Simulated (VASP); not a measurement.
# SiN (P6_3/mmc) in VASP: single point with PBE

Aim: the single point of SiN with PBE.

Everything below comes from runs of VASP 6.6.1. Logs are shortened: lines on timing, memory, paths and dates and some standing lists are left out, and cuts for length are marked.

### Step 1. The cell of the first run

Symmetry: P6_3/mmc, No. 194, hexagonal system. Conventional cell: a = 2.951 Å, b = 2.951 Å, c = 7.850 Å, α = 90.00°, β = 90.00°, γ = 120.00°. Si (site symmetry -6m2) has 3 N at 1.70 Å within 2.3 Å. N (site symmetry -6m2) has 3 Si at 1.70 Å within 2.3 Å.

### Step 2. Single point, PBE

INCAR

```
PREC     = Accurate       # precision mode
ENCUT    = 600            # plane-wave cutoff, eV
EDIFF    = 1E-6           # SCF threshold, eV
ISMEAR   = -1             # smearing method
SIGMA    = 0.1            # smearing width, eV
LREAL    = F              # projectors in reciprocal space
LASPH    = T              # aspherical terms in the spheres
NELM     = 120            # most SCF steps
ALGO     = Normal         # electronic algorithm
ISIF     = 2              # what is computed and relaxed
LWAVE    = F              # write WAVECAR
LCHARG   = F              # write CHGCAR
GGA      = PE             # functional
NBANDS   = 17             # bands
GGA_COMPAT= F
```

KPOINTS

```
Automatic mesh
0
Gamma
  13 13 5
```

POSCAR

```
SiN
1.0
    1.4755080000      2.5556660000      0.0000000000
   -2.9510280000      0.0000000000      0.0000000000
    0.0000000000      0.0000000000      7.8504250000
Si N
2 2
Direct
    0.6666700000      0.3333400000      0.2500000000
    0.3333300000      0.6666700000      0.7500000000
    0.6666700000      0.3333400000      0.7500000000
    0.3333300000      0.6666700000      0.2500000000
```

Potentials or basis: VASP PAW PBE potentials, release 64 (Si, N).

Started as:

```sh
$ cat potpaw_PBE.64/Si/POTCAR potpaw_PBE.64/N/POTCAR > POTCAR
$ mpirun -np 1 vasp_std > vasp.out
```

OUTCAR:

```text
PREC = Accurate
   ENCUT = 600
   EDIFF = 1E-6
   ISMEAR = -1
   LREAL = F
   LASPH = T
   NELM = 120
   ISIF = 2
   GGA = PE

 ion  position               nearest neighbor table
   1  0.667  0.333  0.250-   4 1.70   4 1.70   4 1.70
   2  0.333  0.667  0.750-   3 1.70   3 1.70   3 1.70
   3  0.667  0.333  0.750-   2 1.70   2 1.70   2 1.70
   4  0.333  0.667  0.250-   1 1.70   1 1.70   1 1.70

  LATTYP: Found a hexagonal cell.
 ALAT       =     2.9510256796
 C/A-ratio  =     2.6602360848

  Lattice vectors:

 A1 = (   1.4755080000,   2.5556660000,   0.0000000000)
 A2 = (  -2.9510280000,   0.0000000000,   0.0000000000)
 A3 = (   0.0000000000,   0.0000000000,   7.8504250000)

Analysis of symmetry for initial positions (statically):
=====================================================================
 Subroutine PRICEL returns:
 Original cell was already a primitive cell.

 Routine SETGRP: Setting up the symmetry group for a
 hexagonal supercell.

 Subroutine GETGRP returns: Found  8 space group operations
 (whereof  2 operations were pure point group operations)
 out of a pool of 24 trial point group operations.

The static configuration has the point symmetry C_2 .
 The point group associated with its full space group is D_2h.

Analysis of symmetry for dynamics (positions and initial velocities):
=====================================================================
 Subroutine PRICEL returns:
 Original cell was already a primitive cell.

 Routine SETGRP: Setting up the symmetry group for a
 hexagonal supercell.

 Subroutine GETGRP returns: Found  8 space group operations
 (whereof  2 operations were pure point group operations)
 out of a pool of 24 trial point group operations.

The dynamic configuration has the point symmetry C_2 .
 The point group associated with its full space group is D_2h.

 Subroutine INISYM returns: Found  8 space group operations
 (whereof  2 operations are pure point group operations),
 and found     1 'primitive' translations

----------------------------------------------------------------------------------------

                                     Primitive cell

  volume of cell :      59.2067

  direct lattice vectors                    reciprocal lattice vectors
     1.475508000  2.555666000  0.000000000     0.000000000  0.391287437  0.000000000
    -2.951028000  0.000000000  0.000000000    -0.338864965  0.195642923  0.000000000
     0.000000000  0.000000000  7.850425000     0.000000000  0.000000000  0.127381639

  length of vectors
     2.951025680  2.951028000  7.850425000     0.391287437  0.391287130  0.127381639

  position of ions in fractional coordinates (direct lattice)
     0.666670000  0.333340000  0.250000000
     0.333330000  0.666670000  0.750000000
     0.666670000  0.333340000  0.750000000
     0.333330000  0.666670000  0.250000000

  ion indices of the primitive-cell ions
   primitive index   ion index
                 1           1
                 2           2
                 3           3
                 4           4

----------------------------------------------------------------------------------------

 KPOINTS: Automatic mesh

Automatic generation of k-mesh.
 Grid dimensions read from file:
 generate k-points for:   13   13    5

 Generating k-lattice:

  Cartesian coordinates                     Fractional coordinates (reciprocal lattice)
     0.000000000  0.030099034  0.000000000     0.076923077  0.000000000  0.000000000
    -0.026066536  0.015049456  0.000000000     0.000000000  0.076923077  0.000000000
     0.000000000  0.000000000  0.025476328     0.000000000  0.000000000  0.200000000

  Length of vectors
     0.030099034  0.030099010  0.025476328

  Shift w.r.t. Gamma in fractional coordinates (k-lattice)
     0.000000000  0.000000000  0.000000000

 Subroutine IBZKPT returns following result:
 ===========================================

 Found    147 irreducible k-points:

 Following reciprocal coordinates:
            Coordinates               Weight
  0.000000  0.000000  0.000000      1.000000
  0.076923  0.000000  0.000000      2.000000
  0.000000  0.076923  0.000000      4.000000
  0.153846  0.000000  0.000000      2.000000
 -0.000000  0.153846  0.000000      4.000000
  0.230769  0.000000  0.000000      2.000000
[... 16 lines left out ...]
 -0.076923  0.384615  0.000000      4.000000
 -0.384615  0.307692  0.000000      4.000000
 [... further k-points ...]
   k-points           NKPTS =    147   k-points in BZ     NKDIM =    147   number of bands    NBANDS=     17
   number of dos      NEDOS =    301   number of ions     NIONS =      4
   total plane-waves  NPLWV =  36864
   dimension x,y,z NGX =    24 NGY =   24 NGZ =   64
   dimension x,y,z NGXF=    48 NGYF=   48 NGZF=  128
   ions per type =               2   2
   NGX,Y,Z   is equivalent  to a cutoff of  13.52, 13.52, 13.55 a.u.
   NGXF,Y,Z  is equivalent  to a cutoff of  27.04, 27.04, 27.11 a.u.
 SYSTEM =  unknown system
   PREC   = accura    normal or accurate (medium, high low for compatibility)
   ISTART =      0    job   : 0-new  1-cont  2-samecut
   ICHARG =      2    charge: 1-file 2-atom 10-const
   ISPIN  =      1    spin polarized calculation?
   LNONCOLLINEAR =      F non collinear calculations
   LSORBIT =      F    spin-orbit coupling
   LASPH  =      T    aspherical Exc in radial PAW
   ENCUT  =  600.0 eV  44.10 Ry    6.64 a.u.   5.89  5.89 15.68*2*pi/ulx,y,z
   NELM   =    120;   NELMIN=  2; NELMDL= -5     # of ELM steps
   EDIFF  = 0.1E-05   stopping-criterion for ELM
   LREAL  =      F    real-space projection
   EDIFFG = 0.1E-04   stopping-criterion for IOM
   NSW    =      0    number of steps for IOM
   IBRION =     -1    ionic relax: 0-MD 1-quasi-New 2-CG
   NFREE  =      0    steps in history (QN), initial steepest desc. (CG)
   ISIF   =      2    stress and relaxation
   ISYM   =      2    0-nonsym 1-usesym 2-fastsym
   POTIM  = 0.5000    time-step for ionic-motion
   TEBEG  =    0.0;   TEEND  =   0.0 temperature during run
   PSTRESS=    0.0 pullay stress
   NELECT =      18.0000    total number of electrons
   NUPDOWN=      -1.0000    fix difference up-down
   EMIN   =  10.00;   EMAX   =-10.00  energy-range for DOS
   EFERMI =   0.00;   METHOD = LEGACY
   ISMEAR =    -1;   SIGMA  =   0.10  broadening in eV -4-tet -1-fermi 0-gaus
   EFERMI_NEDOS =   21; number of points for ismear=-14 and -15
   IALGO  =     38    algorithm
   IMIX   =      4    mixing-type and parameters
     AMIX     =   0.40;   BMIX     =  1.00
     AMIX_MAG =   1.60;   BMIX_MAG =  1.00
  volume/ion in A,a.u.               =      14.80        99.89
  Fermi-wavevector in a.u.,A,eV,Ry     =   1.100801  2.080212 16.487033  1.211763
  Thomas-Fermi vector in A             =   2.237218
   LORBIT       =      0    0 simple, 1 ext, 2 COOP (PROOUT), +10 PAW based schemes
   GGA     = PE    functional components
   LHFCALC =     F    Hartree Fock is set to
   AEXX    =    0.0000 exact exchange contribution
   IVDW    =     0    specifies the selected vdW correction
   LEPSILON=     F    determine dielectric tensor
   LRPA    =     F    only Hartree local field effects (RPA)
 non-spin polarized calculation
  energy-cutoff  :      600.00
  volume of cell :       59.21
 maximum number of plane-waves:      1991
   NGX = 11   NGY = 11   NGZ = 31

 number of electron      18.0000001 magnetization

 Free energy of the ion-electron system (eV)
  ---------------------------------------------------
  ext. energy  EPLUGINS =         0.00000000
  ---------------------------------------------------
  free energy    TOTEN  =       -26.06464072 eV

  energy without entropy =      -25.94751414  energy(sigma->0) =      -26.00607743

 E-fermi :   6.8329     XC(G=0):  -9.4386

 val. band max:        6.8311901163   @ k =  -0.0769  -0.4615   0.0000
 cond. band min:       6.8345299670   @ k =   0.0000   0.4615   0.2000
 fundamental gap:      0.0033398506
 Fermi energy:         6.8329397385

 k-point     1 :       0.0000    0.0000    0.0000
  band No.  band energies     occupation
      1     -14.2341      2.00000
      2     -14.1467      2.00000
      3      -2.0386      2.00000
      4      -0.8071      2.00000
      5      -0.4788      2.00000
      6      -0.4786      2.00000
[... 9 lines left out ...]
     16      11.9086      0.00000
     17      11.9087      0.00000

 k-point     2 :       0.0769    0.0000    0.0000
  band No.  band energies     occupation
      1     -14.1479      2.00000
      2     -14.0618      2.00000
      3      -1.9360      2.00000
      4      -0.8735      2.00000
      5      -0.8665      2.00000
      6      -0.7196      2.00000
[... 9 lines left out ...]
     16      12.1063      0.00000
     17      12.1808      0.00000

 k-point     3 :       0.0000    0.0769    0.0000
  band No.  band energies     occupation
      1     -14.1479      2.00000
      2     -14.0618      2.00000
      3      -1.9360      2.00000
      4      -0.8734      2.00000
      5      -0.8664      2.00000
      6      -0.7196      2.00000
[... 9 lines left out ...]
     16      12.1064      0.00000
     17      12.1809      0.00000

 k-point     4 :       0.1538    0.0000    0.0000
  band No.  band energies     occupation
      1     -13.8961      2.00000
      2     -13.8137      2.00000
      3      -1.8512      2.00000
      4      -1.8290      2.00000
      5      -1.6329      2.00000
      6      -0.7632      2.00000
[... 9 lines left out ...]
     16      12.8694      0.00000
     17      12.9621      0.00000

 k-point     5 :      -0.0000    0.1538    0.0000
  band No.  band energies     occupation
      1     -13.8961      2.00000
      2     -13.8137      2.00000
      3      -1.8511      2.00000
      4      -1.8289      2.00000
      5      -1.6329      2.00000
      6      -0.7633      2.00000
[... 9 lines left out ...]
     16      12.8695      0.00000
     17      12.9622      0.00000

 k-point     6 :       0.2308    0.0000    0.0000
  band No.  band energies     occupation
      1     -13.5011      2.00000
      2     -13.4253      2.00000
      3      -3.0527      2.00000
      4      -3.0243      2.00000
      5      -1.1466      2.00000
      6      -1.0312      2.00000
[... 9 lines left out ...]
     16      14.0244      0.00000
     17      14.1594      0.00000
[... 281 lines left out ...]
 k-point    21 :      -0.3077    0.2308    0.0000
  band No.  band energies     occupation
      1     -13.2096      2.00000
      2     -13.1397      2.00000
      3      -3.6920      2.00000
      4      -3.6639      2.00000
      5      -1.3721      2.00000
      6      -1.3447      2.00000
[... 9 lines left out ...]
     16      14.5738      0.00000
     17      14.8579      0.00000

 k-point    22 :       0.3077    0.0769    0.0000
  band No.  band energies     occupation
      1     -12.7105      2.00000
      2     -12.6536      2.00000
      3      -4.7579      2.00000
      4      -4.7215      2.00000
      5      -1.6607      2.00000
      6      -1.6286      2.00000
[... 9 lines left out ...]
     16      14.6486      0.00000
     17      15.4818      0.00000

 k-point    23 :      -0.0769    0.3846    0.0000
  band No.  band energies     occupation
      1     -12.7105      2.00000
      2     -12.6536      2.00000
      3      -4.7578      2.00000
      4      -4.7214      2.00000
      5      -1.6608      2.00000
      6      -1.6287      2.00000
[... 9 lines left out ...]
     16      14.6486      0.00000
     17      15.4818      0.00000

 k-point    24 :      -0.3846    0.3077    0.0000
  band No.  band energies     occupation
      1     -12.7105      2.00000
      2     -12.6536      2.00000
      3      -4.7578      2.00000
      4      -4.7214      2.00000
      5      -1.6608      2.00000
      6      -1.6287      2.00000
[... 9 lines left out ...]
     16      14.6486      0.00000
     17      15.4819      0.00000

 [... further k-points ...]

------------------------ aborting loop because EDIFF is reached ----------------------------------------

  FORCE on cell =-STRESS in cart. coord.  units (eV):
  Direction    XX          YY          ZZ          XY          YZ          ZX
  --------------------------------------------------------------------------------------
  -------------------------------------------------------------------------------------
  Total        6.4397250      6.4414782     -0.7688240     -0.0000151      0.0000000      0.0000000
  in kB      174.2638519    174.3112954    -20.8049620     -0.0004092      0.0000000      0.0000000
  external PRESSURE =     109.2567284 kB  Pullay stress =       0.0000000 kB

 VOLUME and BASIS-vectors are now :
 -----------------------------------------------------------------------------
  energy-cutoff  :      600.00
  volume of cell :       59.21
      direct lattice vectors                 reciprocal lattice vectors
     1.475508000  2.555666000  0.000000000     0.000000000  0.391287437  0.000000000
    -2.951028000  0.000000000  0.000000000    -0.338864965  0.195642923  0.000000000
     0.000000000  0.000000000  7.850425000     0.000000000  0.000000000  0.127381639

 POSITION                                       TOTAL-FORCE (eV/Angst)
 -----------------------------------------------------------------------------------
     -0.00002      1.70379      1.96261         0.000000     -0.000509      0.000000
     -1.47553      0.85188      5.88782        -0.000000      0.000509      0.000000
     -0.00002      1.70379      5.88782         0.000000     -0.000492      0.000000
     -1.47553      0.85188      1.96261        -0.000000      0.000492      0.000000
 -----------------------------------------------------------------------------------
    total drift:                                0.000000     -0.000000     -0.000000

  FREE ENERGIE OF THE ION-ELECTRON SYSTEM (eV)
  ---------------------------------------------------
  free  energy   TOTEN  =       -26.0646407180 eV

  energy  without entropy=      -25.9475141382  energy(sigma->0) =      -26.00607743
```

Wall time 4.8 min (1 thread of Oxide Virtual Turin-like, shared host); peak memory 0.25 GiB.

Results:

```yaml
Free_energy: -26.0646 eV
Pressure: 10.9 GPa
Band_gap_on_the_k_mesh: zero (bands 9 and 10 overlap by 1.46 eV)
```

Caveat: the stress differs along the axes, from -2 to 17 GPa.
